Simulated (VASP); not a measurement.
# Sn2PbO3 (P4/nmm) in VASP: notebook

Sn2PbO3 is run at these levels: PBE; tasks: single point, relaxation of cell and atoms.

Program: VASP 6.6.1. These are calculated values, not measurements. Logs are shortened: lines on timing, memory, paths and dates and some standing lists are left out, and cuts for length are marked.

## Step 1: The cell of the first run

It takes space group P4/nmm (No. 129, tetragonal). The conventional cell has a = 3.903 Å, b = 3.903 Å, c = 15.006 Å, α = 90.00°, β = 90.00°, γ = 90.00°. Within 3.0 Å of Sn (site symmetry 4mm) lie 4 O at 2.28 Å. Within 3.0 Å of Sn (site symmetry 4mm) lie 4 O at 2.28 Å. Pb (site symmetry 4mm) has 4 O at 2.28 Å within 3.0 Å. Within 3.0 Å of O (site symmetry 2mm) lie 2 Sn at 2.28 Å and 2 Pb at 2.28 Å and 4 O at 2.76 Å. O (site symmetry -4m2) has 4 Sn at 2.28 Å and 4 O at 2.76 Å within 3.0 Å.

## Step 2: Single point, PBE

The input, INCAR:

```
PREC = Accurate ; ENCUT = 520
EDIFF = 1E-6 ; ISMEAR = 0
SIGMA = 0.1 ; LREAL = F
LASPH = T ; NELM = 60
ALGO = Normal ; ISIF = 2
LWAVE = F ; LCHARG = F
GGA = PE ; NBANDS = 72
```

The input, KPOINTS:

```
regular mesh
0
Gamma
  4 4 1
```

The input, POSCAR:

```
Sn2PbO3
1.0
    3.9034747700      0.0000000000      0.0000000000
    0.0000000000      3.9034747700      0.0000000000
    0.0000000000      0.0000000000     15.0058736700
Sn Pb O
4 2 6
Direct
    0.0000000000      0.5000000000      0.9117912800
    0.0000000000      0.5000000000      0.5784579500
    0.5000000000      0.0000000000      0.0882087200
    0.5000000000      0.0000000000      0.4215420500
    0.0000000000      0.5000000000      0.2451246200
    0.5000000000      0.0000000000      0.7548753800
    0.5000000000      0.5000000000      0.8333333300
    0.5000000000      0.5000000000      0.1666666700
    0.5000000000      0.5000000000      0.5000000000
    0.0000000000      0.0000000000      0.8333333300
    0.0000000000      0.0000000000      0.1666666700
    0.0000000000      0.0000000000      0.5000000000
```

Potentials or basis: VASP PAW PBE potentials, release 64 (Sn_d, Pb_d, O).

On the command line:

```
$ cat potpaw_PBE.64/Sn_d/POTCAR potpaw_PBE.64/Pb_d/POTCAR potpaw_PBE.64/O/POTCAR > POTCAR
$ mpirun -np 1 vasp_std > vasp.out
```

OUTCAR:

```text
PREC = Accurate
   ENCUT = 520
   EDIFF = 1E-6
   ISMEAR = 0
   LREAL = F
   LASPH = T
   NELM = 60
   ISIF = 2
   GGA = PE

 ion  position               nearest neighbor table
   1  0.000  0.500  0.912-   7 2.28  10 2.28  10 2.28   7 2.28   6 3.63   6 3.63   6 3.63   6 3.63

   2  0.000  0.500  0.578-   9 2.28  12 2.28  12 2.28   9 2.28   4 3.63   4 3.63   4 3.63   4 3.63
                             6 3.82   6 3.82   6 3.82   6 3.82
   3  0.500  0.000  0.088-   8 2.28  11 2.28   8 2.28  11 2.28   5 3.63   5 3.63   5 3.63   5 3.63

   4  0.500  0.000  0.422-   9 2.28  12 2.28   9 2.28  12 2.28   2 3.63   2 3.63   2 3.63   2 3.63
                             5 3.82   5 3.82   5 3.82   5 3.82
   5  0.000  0.500  0.245-   8 2.28  11 2.28  11 2.28   8 2.28   3 3.63   3 3.63   3 3.63   3 3.63
                             4 3.82   4 3.82   4 3.82   4 3.82
   6  0.500  0.000  0.755-   7 2.28  10 2.28   7 2.28  10 2.28   1 3.63   1 3.63   1 3.63   1 3.63
                             2 3.82   2 3.82   2 3.82   2 3.82
   7  0.500  0.500  0.833-   1 2.28   6 2.28   6 2.28   1 2.28
   8  0.500  0.500  0.167-   3 2.28   5 2.28   3 2.28   5 2.28
   9  0.500  0.500  0.500-   2 2.28   4 2.28   4 2.28   2 2.28
  10  0.000  0.000  0.833-   1 2.28   6 2.28   1 2.28   6 2.28
  11  0.000  0.000  0.167-   3 2.28   5 2.28   5 2.28   3 2.28
  12  0.000  0.000  0.500-   2 2.28   4 2.28   2 2.28   4 2.28

  LATTYP: Found a simple tetragonal cell.
 ALAT       =     3.9034747700
 C/A-ratio  =     3.8442348303

  Lattice vectors:

 A1 = (   3.9034747700,   0.0000000000,   0.0000000000)
 A2 = (   0.0000000000,   3.9034747700,   0.0000000000)
 A3 = (   0.0000000000,   0.0000000000,  15.0058736700)

Analysis of symmetry for initial positions (statically):
=====================================================================
 Subroutine PRICEL returns:
 Original cell was already a primitive cell.

 Routine SETGRP: Setting up the symmetry group for a
 simple tetragonal supercell.

 Subroutine GETGRP returns: Found 16 space group operations
 (whereof  8 operations were pure point group operations)
 out of a pool of 16 trial point group operations.

The static configuration has the point symmetry D_2d.
 The point group associated with its full space group is D_4h.

Analysis of symmetry for dynamics (positions and initial velocities):
=====================================================================
 Subroutine PRICEL returns:
 Original cell was already a primitive cell.

 Routine SETGRP: Setting up the symmetry group for a
 simple tetragonal supercell.

 Subroutine GETGRP returns: Found 16 space group operations
 (whereof  8 operations were pure point group operations)
 out of a pool of 16 trial point group operations.

The dynamic configuration has the point symmetry D_2d.
 The point group associated with its full space group is D_4h.

 Subroutine INISYM returns: Found 16 space group operations
 (whereof  8 operations are pure point group operations),
 and found     1 'primitive' translations

----------------------------------------------------------------------------------------

                                     Primitive cell

  volume of cell :     228.6462

  direct lattice vectors                    reciprocal lattice vectors
     3.903474770  0.000000000  0.000000000     0.256182007  0.000000000  0.000000000
     0.000000000  3.903474770  0.000000000     0.000000000  0.256182007  0.000000000
     0.000000000  0.000000000 15.005873670     0.000000000  0.000000000  0.066640572

  length of vectors
     3.903474770  3.903474770 15.005873670     0.256182007  0.256182007  0.066640572

  position of ions in fractional coordinates (direct lattice)
     0.000000000  0.500000000  0.911791280
     0.000000000  0.500000000  0.578457950
     0.500000000  0.000000000  0.088208720
     0.500000000  0.000000000  0.421542050
     0.000000000  0.500000000  0.245124620
     0.500000000  0.000000000  0.754875380
     0.500000000  0.500000000  0.833333330
     0.500000000  0.500000000  0.166666670
     0.500000000  0.500000000  0.500000000
     0.000000000  0.000000000  0.833333330
     0.000000000  0.000000000  0.166666670
     0.000000000  0.000000000  0.500000000

  ion indices of the primitive-cell ions
   primitive index   ion index
                 1           1
                 2           2
                 3           3
                 4           4
                 5           5
                 6           6
                 7           7
                 8           8
                 9           9
                10          10
                11          11
                12          12

----------------------------------------------------------------------------------------

 KPOINTS: regular mesh

Automatic generation of k-mesh.
 Grid dimensions read from file:
 generate k-points for:    4    4    1

 Generating k-lattice:

[... 73 lines left out ...]
 non-spin polarized calculation
 Gauss-broadening in eV      SIGMA  =   0.10
  energy-cutoff  :      520.00
  volume of cell :      228.65
 maximum number of plane-waves:      6186
 NGX is ok and might be reduce to    30
   NGX = 15   NGY = 15   NGZ = 55

 number of electron     119.9999957 magnetization

 Free energy of the ion-electron system (eV)
  ---------------------------------------------------
  ext. energy  EPLUGINS =         0.00000000
  ---------------------------------------------------
  free energy    TOTEN  =       -66.65146720 eV

  energy without entropy =      -66.65145249  energy(sigma->0) =      -66.65145984

 E-fermi :   6.2408     XC(G=0):  -9.8948

 val. band max:        5.9918594012   @ k =   0.0000   0.0000   0.0000
 cond. band min:       6.5023634479   @ k =   0.5000   0.5000   0.0000
 fundamental gap:      0.5105040467
 Fermi energy:         6.2407545435

 k-point     1 :       0.0000    0.0000    0.0000
  band No.  band energies     occupation
      1     -15.8930      2.00000
      2     -15.5950      2.00000
      3     -15.5745      2.00000
      4     -15.5745      2.00000
      5     -15.5592      2.00000
      6     -15.5396      2.00000
[... 64 lines left out ...]
     71      10.9113      0.00000
     72      10.9113      0.00000

 k-point     2 :       0.2500    0.0000    0.0000
  band No.  band energies     occupation
      1     -15.8668      2.00000
      2     -15.6402      2.00000
      3     -15.5778      2.00000
      4     -15.5692      2.00000
      5     -15.5691      2.00000
      6     -15.5624      2.00000
[... 64 lines left out ...]
     71      11.5545      0.00000
     72      11.8829      0.00000

 k-point     3 :       0.5000    0.0000    0.0000
  band No.  band energies     occupation
      1     -15.7883      2.00000
      2     -15.7883      2.00000
      3     -15.5801      2.00000
      4     -15.5801      2.00000
      5     -15.5573      2.00000
      6     -15.5573      2.00000
[... 64 lines left out ...]
     71      11.8943      0.00000
     72      11.8947      0.00000

 k-point     4 :       0.2500    0.2500    0.0000
  band No.  band energies     occupation
      1     -15.8523      2.00000
      2     -15.7020      2.00000
      3     -15.5716      2.00000
      4     -15.5705      2.00000
      5     -15.5695      2.00000
      6     -15.5621      2.00000
[... 64 lines left out ...]
     71      11.4943      0.00000
     72      11.7697      0.00000

 k-point     5 :       0.5000    0.2500    0.0000
  band No.  band energies     occupation
      1     -15.8056      2.00000
      2     -15.8056      2.00000
      3     -15.5730      2.00000
      4     -15.5730      2.00000
      5     -15.5564      2.00000
      6     -15.5564      2.00000
[... 64 lines left out ...]
     71      10.9777      0.00000
     72      10.9777      0.00000

 k-point     6 :       0.5000    0.5000    0.0000
  band No.  band energies     occupation
      1     -15.8283      2.00000
      2     -15.8283      2.00000
      3     -15.5736      2.00000
      4     -15.5736      2.00000
      5     -15.5420      2.00000
      6     -15.5420      2.00000
[... 64 lines left out ...]
     71      11.1370      0.00000
     72      11.2019      0.00000

------------------------ aborting loop because EDIFF is reached ----------------------------------------

  FORCE on cell =-STRESS in cart. coord.  units (eV):
  Direction    XX          YY          ZZ          XY          YZ          ZX
  --------------------------------------------------------------------------------------
  -------------------------------------------------------------------------------------
  Total        2.5086857      2.5086857      1.9202488      0.0000000      0.0000000      0.0000000
  in kB       17.5789447     17.5789447     13.4556304      0.0000000      0.0000000      0.0000000
  external PRESSURE =      16.2045066 kB  Pullay stress =       0.0000000 kB

 VOLUME and BASIS-vectors are now :
 -----------------------------------------------------------------------------
  energy-cutoff  :      520.00
  volume of cell :      228.65
      direct lattice vectors                 reciprocal lattice vectors
     3.903474770  0.000000000  0.000000000     0.256182007  0.000000000  0.000000000
     0.000000000  3.903474770  0.000000000     0.000000000  0.256182007  0.000000000
     0.000000000  0.000000000 15.005873670     0.000000000  0.000000000  0.066640572

 POSITION                                       TOTAL-FORCE (eV/Angst)
 -----------------------------------------------------------------------------------
      0.00000      1.95174     13.68222         0.000000      0.000000     -0.359936
      0.00000      1.95174      8.68027        -0.000000     -0.000000     -0.522533
      1.95174      0.00000      1.32365        -0.000000     -0.000000      0.359936
      1.95174      0.00000      6.32561         0.000000     -0.000000      0.522533
      0.00000      1.95174      3.67831         0.000000      0.000000      0.976497
      1.95174      0.00000     11.32756        -0.000000     -0.000000     -0.976497
      1.95174      1.95174     12.50489        -0.000000     -0.000000      0.724931
      1.95174      1.95174      2.50098         0.000000     -0.000000     -0.724931
      1.95174      1.95174      7.50294        -0.000000      0.000000      0.000000
      0.00000      0.00000     12.50489        -0.000000     -0.000000      0.724931
      0.00000      0.00000      2.50098        -0.000000     -0.000000     -0.724931
      0.00000      0.00000      7.50294        -0.000000     -0.000000      0.000000
 -----------------------------------------------------------------------------------
    total drift:                                0.000000     -0.000000      0.000000

  FREE ENERGIE OF THE ION-ELECTRON SYSTEM (eV)
  ---------------------------------------------------
  free  energy   TOTEN  =       -66.6514671988 eV

  energy  without entropy=      -66.6514524887  energy(sigma->0) =      -66.65145984
```

Run time: 2.4 min. Hardware: 1 thread of Intel Xeon Platinum 8488C (Sapphire Rapids), shared host; peak memory 0.34 GiB.

What came out:

* Free energy: -66.6515 eV
* Pressure: 1.6 GPa
* Largest force: 0.976 eV/Å
* Band gap on the k mesh: 0.51 eV (least direct gap 1.57 eV)

Forces in eV/Å, atoms in the order of the input:
```
Sn   0.000  0.000 -0.360
Sn   0.000  0.000 -0.523
Sn   0.000  0.000  0.360
Sn   0.000  0.000  0.523
Pb   0.000  0.000  0.976
Pb   0.000  0.000 -0.976
O    0.000  0.000  0.725
O    0.000  0.000 -0.725
O    0.000  0.000  0.000
O    0.000  0.000  0.725
O    0.000  0.000 -0.725
O    0.000  0.000  0.000
```

Stress tensor (GPa, compression positive):
```
1.76 0.00 0.00
0.00 1.76 0.00
0.00 0.00 1.35
```

Caveat: spin-orbit coupling is left out, which moves the levels of the heavy elements. A k mesh can miss the band edges.

## Step 3: Single point, PBE

This run uses another cell than the first one, of 20.00 Å³/atom.

The input, INCAR:

```
SYSTEM = Sn2PbO3
  ALGO = Normal
  EDIFF = 1E-7
  ENCUT = 520
  GGA = PE
  ISIF = 2
  ISMEAR = 0
  LASPH = .True.
  LCHARG = .True.
  LELF = .True.
  LREAL = .False.
  LVHAR = .True.
  LWAVE = .False.
  NBANDS = 72
  NELM = 100
  PREC = Accurate
  SIGMA = 0.1
```

The input, KPOINTS:

```
k-points
0
Gamma
  4 4 1
  0 0 0
```

The input, POSCAR:

```
Sn2PbO3
1.0
    3.9247214345      0.0000000000      0.0000000000
    0.0000000000      3.9247214345      0.0000000000
    0.0000000000      0.0000000000     15.5821334129
Sn Pb O
4 2 6
Direct
    0.0000000000      0.5000000000      0.9126625706
    0.0000000000      0.5000000000      0.5731851888
    0.5000000000      0.0000000000      0.0873374294
    0.5000000000      0.0000000000      0.4268148112
    0.0000000000      0.5000000000      0.2398307272
    0.5000000000      0.0000000000      0.7601692728
    0.5000000000      0.5000000000      0.8400097582
    0.5000000000      0.5000000000      0.1599902418
    0.5000000000      0.5000000000      0.5000000000
    0.0000000000      0.0000000000      0.8400097582
    0.0000000000      0.0000000000      0.1599902418
    0.0000000000      0.0000000000      0.5000000000
```

Potentials or basis: VASP PAW PBE potentials, release 64 (Sn_d, Pb_d, O).

On the command line:

```
$ cat potpaw_PBE.64/Sn_d/POTCAR potpaw_PBE.64/Pb_d/POTCAR potpaw_PBE.64/O/POTCAR > POTCAR
$ mpirun -np 1 vasp_std > vasp.out
```

Run time: 3.1 min. Hardware: 1 thread of Intel Xeon Platinum 8488C (Sapphire Rapids), shared host; peak memory 0.36 GiB.

The run converged. Its results:

```yaml
Free_energy: -66.8216 eV
Pressure: 0.4 GPa
Largest_force: 0.073 eV/Å
Band_gap_on_the_k_mesh: 0.66 eV (least direct gap 1.23 eV)
```

Forces on the atoms (eV/Å):
```
Sn   0.000  0.000  0.073
Sn   0.000  0.000  0.063
Sn   0.000  0.000 -0.073
Sn   0.000  0.000 -0.063
Pb   0.000  0.000  0.044
Pb   0.000  0.000 -0.044
O    0.000  0.000 -0.011
O    0.000  0.000  0.011
O    0.000  0.000  0.000
O    0.000  0.000 -0.011
O    0.000  0.000  0.011
O    0.000  0.000  0.000
```

Stress tensor (GPa, compression positive):
```
0.31 0.00 0.00
0.00 0.31 0.00
0.00 0.00 0.50
```

Levels at points of the mesh, in eV from the valence-band top:
```csv
k point,band 58,band 59,band 60,band 61,band 62,band 63
"(0.00, 0.00, 0.00)",-1.41,-1.01,0.00,1.23,1.40,2.16
"(0.50, 0.00, 0.00)",-1.89,-1.11,-1.11,2.03,2.03,2.51
"(0.50, 0.50, 0.00)",-1.40,-1.28,-1.28,0.66,0.66,1.88
```

Caveat: spin-orbit coupling is left out, which moves the levels of the heavy elements.

## Step 4: Relaxation of cell and atoms, PBE

The input, INCAR:

```
PREC     = Accurate       # precision mode
ENCUT    = 600            # plane-wave cutoff, eV
EDIFF    = 1E-7           # SCF threshold, eV
ISMEAR   = 0              # smearing method
SIGMA    = 0.1            # smearing width, eV
LREAL    = False          # projectors in reciprocal space
LASPH    = True           # aspherical terms in the spheres
NELM     = 100            # most SCF steps
ALGO     = Normal         # electronic algorithm
ISIF     = 3              # what is computed and relaxed
LWAVE    = False          # write WAVECAR
LCHARG   = False          # write CHGCAR
GGA      = PE             # functional
IBRION   = 2              # ionic algorithm
NSW      = 90             # ionic steps
EDIFFG   = -0.04          # ionic threshold
```

The input, KPOINTS:

```
Automatic mesh
0
Gamma
  4 4 1
```

The input, POSCAR:

```
Sn2PbO3
1.0
    3.9034747700      0.0000000000      0.0000000000
    0.0000000000      3.9034747700      0.0000000000
    0.0000000000      0.0000000000     15.0058736700
Sn Pb O
4 2 6
Direct
    0.0000000000      0.5000000000      0.9117912800
    0.0000000000      0.5000000000      0.5784579500
    0.5000000000      0.0000000000      0.0882087200
    0.5000000000      0.0000000000      0.4215420500
    0.0000000000      0.5000000000      0.2451246200
    0.5000000000      0.0000000000      0.7548753800
    0.5000000000      0.5000000000      0.8333333300
    0.5000000000      0.5000000000      0.1666666700
    0.5000000000      0.5000000000      0.5000000000
    0.0000000000      0.0000000000      0.8333333300
    0.0000000000      0.0000000000      0.1666666700
    0.0000000000      0.0000000000      0.5000000000
```

On the command line:

```
$ cat potpaw_PBE.64/Sn_d/POTCAR potpaw_PBE.64/Pb_d/POTCAR potpaw_PBE.64/O/POTCAR > POTCAR
$ mpirun -np 1 vasp_std > vasp.out
```

It took 19 min on 1 thread of Intel Xeon Platinum 8488C (Sapphire Rapids), shared host; peak memory 0.42 GiB.

The run converged. Its results:

| Item | Value |
| --- | --- |
| Free energy | -66.8163 eV |
| Relaxed volume | 20.03 Å³/atom |
| Relaxed cell | a = 3.936 Å, b = 3.936 Å, c = 15.512 Å, α = 90.00°, β = 90.00°, γ = 90.00° |
| Space group after relaxing (to 0.1 Å) | P4/nmm (No. 129) |
| Energy gained by relaxing | 12.6 meV/atom |
| Ionic steps | 9 |
| Pressure after relaxing | -0.1 GPa |
| Largest force after relaxing | 0.019 eV/Å |
| Band gap on the k mesh | 0.67 eV (least direct gap 1.28 eV) |

Forces in eV/Å, atoms in the order of the input:
```
Sn   0.000  0.000  0.019
Sn   0.000  0.000  0.000
Sn   0.000  0.000 -0.019
Sn   0.000  0.000  0.000
Pb   0.000  0.000 -0.018
Pb   0.000  0.000  0.018
O    0.000  0.000  0.016
O    0.000  0.000 -0.016
O    0.000  0.000  0.000
O    0.000  0.000  0.016
O    0.000  0.000 -0.016
O    0.000  0.000  0.000
```

Stress tensor (GPa, compression positive):
```
-0.22  0.00  0.00
 0.00 -0.22  0.00
 0.00  0.00  0.25
```

Step by step:
```
step  energy change (eV)  largest force (eV/Å)  pressure (GPa)  volume (Å³)
   1              0.0000                0.9744            1.57       228.65
   2             -0.1023                0.4898           -0.97       234.89
   3             -0.1112                0.4615           -0.45       233.47
   4             -0.1245                0.1101            0.54       232.38
   5             -0.1248                0.1200            0.42       232.51
   6             -0.1310                0.1061            0.25       233.83
   7             -0.1346                0.1440            0.03       235.81
   8             -0.1404                0.1042            0.00       236.94
   9             -0.1514                0.0190           -0.07       240.31
```

Final structure:
```
Sn Pb O
1.0
     3.93602    0.00000    0.00000
     0.00000    3.93602    0.00000
     0.00000    0.00000   15.51155
Sn Pb O
4 2 6
Direct
  0.00000 0.50000 0.90904
  0.00000 0.50000 0.57340
  0.50000 0.00000 0.09096
  0.50000 0.00000 0.42660
  0.00000 0.50000 0.24412
  0.50000 0.00000 0.75588
  0.50000 0.50000 0.83596
  0.50000 0.50000 0.16404
  0.50000 0.50000 0.50000
  0.00000 0.00000 0.83596
  0.00000 0.00000 0.16404
  0.00000 0.00000 0.50000
```

Levels at points of the mesh, in eV from the valence-band top:
```
           k point  band 56  band 57  band 58  band 59  band 60  band 61  band 62  band 63  band 64  band 65
(0.00, 0.00, 0.00)    -2.06    -2.06    -1.33    -0.95     0.00     1.28     1.46     2.14     3.40     3.40
(0.50, 0.00, 0.00)    -2.25    -1.83    -1.83    -1.05    -1.05     2.14     2.14     2.61     2.61     3.46
(0.50, 0.50, 0.00)    -1.55    -1.35    -1.35    -1.22    -1.22     0.67     0.67     1.87     1.87     2.22
```

Caveat: spin-orbit coupling is left out, which moves the levels of the heavy elements. A k mesh can miss the band edges.

## Step 5: The runs side by side

```tsv
task	cell	cutoff (eV)	gap on the mesh (eV)	pressure (GPa)	largest force (eV/Å)
single point	a = 3.903, b = 3.903, c = 15.006 Å, 12 atoms, atomic positions A	520	0.51	1.6	0.98
single point	a = 3.925, b = 3.925, c = 15.582 Å, 12 atoms, atomic positions B	520	0.66	0.4	0.07
relaxation of cell and atoms	relaxed from a = 3.903, b = 3.903, c = 15.006 Å, 12 atoms, atomic positions A	600	0.67	-0.1	0.02
```

Alike in all rows: level PBE; potentials or basis VASP PAW PBE potentials, release 64 (Sn_d, Pb_d, O); no spin polarisation; k mesh 4 × 4 × 1; smearing gaussian 0.1 eV.

Caveats: spin-orbit coupling is left out, which moves the levels of the heavy elements.

Total energies depend on the potentials used, so only differences within one code and one set of settings carry meaning.
